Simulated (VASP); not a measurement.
Runs of VASP 6.6.1 on Si. The structure is that of space group I4/mmm (No. 139), or close to it. The cells are those of the table. 

| cell | gap on the mesh (eV) | pressure (GPa) | largest force (eV/Å) |
| --- | --- | --- | --- |
| a = 5.055 Å, angles 98.4, 98.4, 134.9°, 4 atoms | 0.10 | (b) | 0.14 |
| a = 5.153 Å, angles 97.4, 97.4, 137.9°, 4 atoms | 0.24 | -1.9 | 0.63 |
| a = 5.119 Å, angles 98.2, 98.2, 135.5°, 4 atoms | 0.30 | -3.6 | 0.06 |
| a = 5.033 Å, angles 98.0, 98.0, 136.1°, 4 atoms | 0.18 | 1.5 | (a) |
| a = 5.098 Å, angles 97.8, 97.8, 136.7°, 4 atoms | 0.30 | -1.0 | 0.34 |
| a = 5.001 Å, angles 98.9, 98.9, 133.7°, 4 atoms | none | 0.1 | 0.55 |
| a = 5.163 Å, angles 97.6, 97.6, 137.3°, 4 atoms | 0.29 | -3.2 | 0.47 |
| a = 4.990 Å, angles 98.7, 98.7, 134.3°, 4 atoms | none | 1.4 | 0.40 |

Alike in all rows: task single point; level LDA; potentials or basis VASP PAW LDA potentials, release 64 (Si); no spin polarisation; k mesh 10 × 10 × 10; cutoff (eV) 520; smearing gaussian 0.03 eV.

Problem. Fill in the values left out.

Solution. (a) 0.16; (b) -1.3.

A k mesh can miss the band edges.

A gap of «none» marks levels without a gap at the run's occupations.
